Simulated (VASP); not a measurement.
Crystal: BaAs.

```
CELL_PARAMETERS angstrom
2.13441 -6.10736 0.00000
2.13441 6.10736 0.00000
0.00000 0.00000 4.71424
ATOMIC_POSITIONS crystal
Ba 0.35650 0.64350 0.25000
Ba 0.64350 0.35650 0.75000
As 0.88685 0.11315 0.75000
As 0.11315 0.88685 0.25000
```

The cell was built from a structure type or drawn by symmetry, and may not be a known phase.

```yaml
Program: VASP 6.6.1
Task: relaxation of cell and atoms
Functional: PBE
Potentials_or_basis: VASP PAW PBE potentials, release 64 (Ba_sv, As)
Cutoff: 600 eV
k_mesh: 4 × 4 × 4
Occupations: gaussian, width 0.1 eV
Spin: no spin polarisation
```

At the start: pressure 7.5 GPa; volume 30.73 Å³/atom.

Task: How do energy, volume and symmetry change on relaxing?

Result: Over 27 steps the energy falls by 243.2 meV/atom and the volume is 33.78 Å³/atom (+9.9 %); space group Cmcm (No. 63, to 0.1 Å) before and after.

Step by step:
```
step  energy change (eV)  largest force (eV/Å)  pressure (GPa)  volume (Å³)
   1              0.0000                1.5207            7.47       122.91
   2             -0.6298                0.5759           -1.67       150.18
   3             -0.6406                0.6550           -0.88       146.25
   4             -0.7263                0.5055           -0.62       143.85
   5             -0.8561                0.3151            0.61       136.68
   6             -0.8565                0.3019            0.73       136.16
   7             -0.8757                0.1891           -0.31       139.70
   8             -0.8757                0.1905           -0.30       139.64
   9             -0.8895                0.1736           -0.15       138.87
  10             -0.9195                0.1875            0.36       136.56
  11             -0.8999                0.2490            1.67       132.02
  12             -0.9252                0.2038            0.74       135.06
  13             -0.9312                0.1900            0.63       135.36
  14             -0.9435                0.1449            0.29       136.24
  15             -0.9348                0.2036           -0.24       137.99
  16             -0.9458                0.1149            0.11       136.78
  17             -0.9488                0.1077            0.04       136.89
  18             -0.9570                0.0807           -0.15       137.20
  19             -0.9641                0.0499           -0.45       137.81
  20             -0.9668                0.1062           -0.09       136.07
  21             -0.9668                0.1008           -0.12       136.24
  22             -0.9683                0.0842           -0.05       135.87
  23             -0.9702                0.0539            0.15       134.88
  24             -0.9713                0.0434            0.05       135.10
  25             -0.9721                0.0208           -0.16       135.59
  26             -0.9721                0.0244           -0.12       135.50
  27             -0.9728                0.0169           -0.04       135.10
```

Final structure:
```xyz
4
Lattice="2.4267 -6.1257 0.0000 2.4267 6.1257 0.0000 0.0000 0.0000 4.5442" Properties=species:S:1:pos:R:3 pbc="T T T"
Ba    2.4267    1.6441    1.1360
Ba    2.4267   -1.6441    3.4081
As    2.4267   -5.1544    3.4081
As    2.4267    5.1544    1.1360
```

Caveat: the k points lie up to 0.35 Å⁻¹ apart in the final cell, too coarse for converged energies and pressures of a metal.
